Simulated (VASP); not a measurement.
A run of VASP 6.6.1 is set up as follows.

Contents of INCAR:

```
SYSTEM = Ta
ALGO     = Normal         ! electronic algorithm
EDIFF    = 1E-6           ! SCF threshold, eV
ENCUT    = 520            ! plane-wave cutoff, eV
GGA      = PE             ! functional
ISIF     = 2              ! what is computed and relaxed
ISMEAR   = 0              ! smearing method
LASPH    = .True.         ! aspherical terms in the spheres
LCHARG   = .False.        ! write CHGCAR
LREAL    = .False.        ! projectors in reciprocal space
LWAVE    = .False.        ! write WAVECAR
NBANDS   = 12             ! bands
NELM     = 60             ! most SCF steps
PREC     = Accurate       ! precision mode
SIGMA    = 0.15           ! smearing width, eV
```

The input KPOINTS:

```
k-points
0
Gamma
  20 20 20
  0 0 0
```

Contents of POSCAR:

```
Ta
1.0
   -1.6017416000      1.6017416000      1.7008184000
    1.6017416000     -1.6017416000      1.7008184000
    1.6017416000      1.6017416000     -1.7008184000
Ta
1
Direct
    0.0000000000      0.0000000000      0.0000000000
```

Potentials or basis: VASP PAW PBE potentials, release 64 (Ta_pv).

Run with:

```sh
$ cat potpaw_PBE.64/Ta_pv/POTCAR > POTCAR
$ mpirun -np 1 vasp_std > vasp.out
```

(1) What does it give for the pressure?

Answers

(1) 10.5 GPa.

Caveat: the cell differs from its parent crystal (strain -0.030 along x and y, +0.030 along z).
